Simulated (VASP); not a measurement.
Runs of VASP 6.6.1 on Ru. The structure is that of space group P6_3/mmc (No. 194), or close to it. The cells are those of the table. 

```csv
spin,cell,smearing,gap on the mesh (eV),pressure (GPa)
off,"a = 2.840, b = 2.840, c = 4.461 Å, angles 90.0, 90.0, 120.0°, 2 atoms",fermi-dirac 0.1 eV,none,(a)
"collinear, ferromagnetic start","a = 2.731, b = 2.731, c = 4.286 Å, angles 90.0, 90.0, 120.0°, 2 atoms",fermi-dirac 0.05 eV,none,13.0
off,"a = 2.805, b = 2.805, c = 4.405 Å, angles 90.0, 90.0, 120.0°, 2 atoms",fermi-dirac 0.1 eV,none,-9.0
off,"a = 2.875, b = 2.875, c = 4.516 Å, angles 90.0, 90.0, 120.0°, 2 atoms",fermi-dirac 0.1 eV,none,-22.4
```

Alike in all rows: task single point; level BLYP; potentials or basis VASP PAW PBE potentials, release 64 (Ru_pv); k mesh 21 × 21 × 12; cutoff (eV) 520.

**Question.** Fill in the values left out.

**Answer.** (a) -16.5.

Caveats: the PAW data sets were made with another functional, which shifts forces and pressure a little; the cell stands under tension (at least some runs); the cell stands under pressure (at least some runs).

A k mesh can miss the band edges, and the runs leave out spin-orbit coupling on Ru.

A gap of «none» marks levels without a gap at the run's occupations.
